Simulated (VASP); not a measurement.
Crystal: BAs.

```
B As
1.0
     0.00000    2.39187    2.39187
     2.39187    0.00000    2.39187
     2.39187    2.39187    0.00000
B As
1 1
Direct
  0.00000 0.00000 0.00000
  0.25000 0.25000 0.25000
```

Base run:

| Property | Result |
| --- | --- |
| Program | VASP 6.6.1 |
| Functional | PBE0 |
| Potentials or basis | VASP PAW PBE potentials, release 64 (B, As) |
| Cutoff | 520 eV |
| k mesh | 6 × 6 × 6 |
| Occupations | gaussian, width 0.01 eV |
| Spin | no spin polarisation |

Its results: band gap on the k mesh 2.65 eV, indirect (least direct gap 4.81 eV); pressure -1.3 GPa.

Question: After a change of settings the same cell gave: band gap on the k mesh 1.95 eV, indirect (least direct gap 4.11 eV); pressure -1.2 GPa. Which change was it?
A. functional from PBE0 to HSE06; further incar settings from ALGO = Normal; EDIFF = 1e-06; NBANDS = 11 to ALGO = Normal; EDIFF = 1e-07; NBANDS = 11
B. functional from PBE0 to r2SCAN; k mesh from 6 × 6 × 6 to 10 × 10 × 10
C. functional from PBE0 to PBE

Answer: A.

Caveats: the PAW data sets were made with another functional, which shifts forces and pressure a little.
